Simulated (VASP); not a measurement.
Write the native input for VASP 6.6.1 that does the following.

| Quantity | Value |
| --- | --- |
| Task | single point |
| Functional | PBE |
| Potentials or basis | VASP PAW PBE potentials, release 64 (Mg, O) |
| Cutoff | 520 eV |
| k mesh | 9 × 9 × 6 |
| Occupations | gaussian, width 0.05 eV |
| Spin | no spin polarisation |
| Dipole correction | no |
| Further INCAR settings | ALGO = Normal; EDIFF = 1e-06; NBANDS = 16 |

The structure of MgO lies in POSCAR:

```
MgO
1.0
    3.5971759398      0.0000000000      0.0000000000
   -1.7985879699      3.1152457457      0.0000000000
    0.0000000000      0.0000000000      4.1273996733
Mg O
2 2
Direct
    0.6666666667      0.3333333333      0.7500000000
    0.3333333333      0.6666666667      0.2500000000
    0.6666666667      0.3333333333      0.2500000000
    0.3333333333      0.6666666667      0.7500000000
```

This cell differs from its parent crystal: volume 11.563 Å^3 an atom, c/a of the conventional cell 1.1474.

One way to write it, as run:

INCAR

```
  PREC = Accurate
  ENCUT = 520
  EDIFF = 1E-6
  ISMEAR = 0
  SIGMA = 0.05
  LREAL = F
  LASPH = T
  NELM = 80
  ALGO = Normal
  ISIF = 2
  LWAVE = F
  LCHARG = F
  GGA = PE
  NBANDS = 16
```

KPOINTS

```
regular mesh
0
Gamma
  9 9 6
```

Potentials or basis: VASP PAW PBE potentials, release 64 (Mg, O).

Launch:

```console
$ cat potpaw_PBE.64/Mg/POTCAR potpaw_PBE.64/O/POTCAR > POTCAR
$ mpirun -np 1 vasp_std > vasp.out
```

It gave:

```
Pressure               : -1.7 GPa
Band gap on the k mesh : 3.25 eV, direct
```

Wall time 53 s on 1 thread of AMD EPYC 7R13, on a shared host, peak memory 0.15 GiB.
